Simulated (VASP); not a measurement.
Here is a VASP 6.6.1 calculation.

Contents of INCAR:

```
SYSTEM = W
  PREC = Accurate
  ENCUT = 600
  EDIFF = 1E-6
  ISMEAR = 0
  SIGMA = 0.05
  LREAL = .False.
  LASPH = .True.
  NELM = 100
  ALGO = Normal
  ISIF = 3
  LWAVE = .False.
  LCHARG = .False.
  GGA = PE
  IBRION = 2
  NSW = 80
  EDIFFG = -0.01
  PSTRESS = 100.0
```

Contents of KPOINTS:

```
Automatic mesh
0
Gamma
  8 8 8
  0 0 0
```

The input POSCAR:

```
W
1.0
    0.0000000000      2.7400000000      2.7400000000
    2.7400000000      0.0000000000      2.7400000000
    2.7400000000      2.7400000000      0.0000000000
W
2
Direct
    0.0000000000      0.0000000000      0.0000000000
    0.2500000000      0.2500000000      0.2500000000
```

Potentials or basis: VASP PAW PBE potentials, release 64 (W_sv).

Command:

```sh
$ cat potpaw_PBE.64/W_sv/POTCAR > POTCAR
$ mpirun -np 1 vasp_std > vasp.out
```

Q: Estimate the space group after relaxing (to 0.05 Å).

A: Fd-3m (No. 227).

Q: Estimate the band gap on the k mesh.

A: Zero (band 14 reaches 6.34 eV, above the bottom of band 15 at 5.50 eV).

Final structure:
```yaml
crystal:
  lattice:
    - [0.00000, 2.84926, 2.84926]
    - [2.84926, 0.00000, 2.84926]
    - [2.84926, 2.84926, 0.00000]
  atoms:
    - { symbol: W, position: [0.00000, 0.00000, 0.00000] }
    - { symbol: W, position: [0.25000, 0.25000, 0.25000] }
```

Caveat: the cell is relaxed towards a set pressure, so the enthalpy falls and the energy may rise; spin-orbit coupling is left out, which moves the levels of the heavy elements.
